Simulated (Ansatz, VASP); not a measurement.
B in VASP and in Ansatz

```
B
1.0
     3.93852    2.27391    0.85982
    -3.93852    2.27391    0.85982
     0.00000   -4.54781    0.85982
B
6
Direct
  0.00019 0.26362 0.00019
  0.00019 0.00019 0.26362
  0.26362 0.00019 0.00019
  0.72880 0.39160 0.72880
  0.72880 0.72880 0.39160
  0.39160 0.72880 0.72880
```

Alike in both runs: task relaxation of cell and atoms; functional PBE; k mesh 6 × 6 × 6; occupations gaussian, width 0.1 eV; no spin polarisation.

```csv
,VASP,Ansatz
version,VASP 6.6.1,Ansatz 0.2.0
potentials or method,"VASP PAW PBE potentials, release 64 (B), cutoff 600 eV","scalar-relativistic, plane waves, PAW"
valence electrons in the cell,18,18
```

```csv
,VASP,Ansatz,Ansatz less VASP
"gap on the k mesh at the Fermi level, each at its own relaxed structure (eV)",none,none,-
relaxed volume (Å³/atom),6.83,6.81,-0.015
relaxed length of the cell vector where the two differ most in proportion (Å),4.182,4.176,-0.0066
```

A gap of «none» marks a metal or a gap that the smearing closes.

The k mesh is coarse, so the values compare programs but aren't converged.
